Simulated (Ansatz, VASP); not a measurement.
**Two plane-wave programs on Hf3Be**

Contents of INCAR:

```
SYSTEM = Hf3Be
  ALGO = Normal
  EDIFF = 1E-7
  ENCUT = 520
  GGA = RE
  ISIF = 2
  ISMEAR = -1
  LASPH = .True.
  LCHARG = .False.
  LREAL = .False.
  LWAVE = .False.
  NBANDS = 24
  NELM = 80
  PREC = Accurate
  SIGMA = 0.05
```

The input KPOINTS:

```
k-points
0
Gamma
  5 5 5
  0 0 0
```

POSCAR

```
Hf3Be
1.0
   -2.0920000000      2.0920000000      4.3530460000
    2.0920000000     -2.0920000000      4.3530460000
    2.0920000000      2.0920000000     -4.3530460000
Hf Be
3 1
Direct
    0.5000000000      0.5000000000      0.0000000000
    0.2500000000      0.7500000000      0.5000000000
    0.7500000000      0.2500000000      0.5000000000
    0.0000000000      0.0000000000      0.0000000000
```

Contents of input.yaml:

```yaml
crystal:
  lattice:
    - [-2.092, 2.092, 4.353046]
    - [2.092, -2.092, 4.353046]
    - [2.092, 2.092, -4.353046]
  atoms:
    - { symbol: Hf, position: [0.5, 0.5, 0.0] }
    - { symbol: Hf, position: [0.25, 0.75, 0.5] }
    - { symbol: Hf, position: [0.75, 0.25, 0.5] }
    - { symbol: Be, position: [0.0, 0.0, 0.0] }
hamiltonian:
  xc: revpbe
  pseudopotentials: { kind: paw }
kpoints:
  mp_grid: { grid: [5, 5, 5] }
scf:
  occupations: { method: fermi_dirac, width: 0.05 }
  n_extra_bands: 10
output:
  forces: true
  stress: true
  eigenvalues: true
  dos: { projected: true, de: 0.05, nscf_kmesh: { grid: [8, 8, 8] } }
```

Alike in both runs: functional revPBE; k mesh 5 × 5 × 5; occupations fermi-dirac, width 0.05 eV; no spin polarisation.

|  | VASP | Ansatz |
| --- | --- | --- |
| version | VASP 6.6.1 | Ansatz 0.2.0 |
| potentials or method | VASP PAW PBE potentials, release 64 (Hf_pv, Be) | Ansatz PAW |
| plane-wave cutoff (eV) | 520 | 420 |
| valence electrons in the cell | 32 | 80 |
| task | single point | projected density of states |

```tsv
	VASP	Ansatz	Ansatz less VASP
gap on the k mesh at the Fermi level (eV)	none	none	-
pressure (GPa)	1.6	2.0	+0.35
traceless stress, the component that is largest in VASP (GPa)	0.53	0.49	-0.041
```

VASP's potentials were made for PBE, not for revPBE. A gap of «none» marks a metal or a gap that the smearing closes. The functional is the same, so the differences come from potentials, cutoffs and numerics. VASP's potentials hold 32 valence electrons a cell and Ansatz's 80, so a difference there can come from the potentials and not from the codes.

The k mesh is coarse, so the values compare programs but aren't converged. Neither program's run includes spin-orbit coupling.
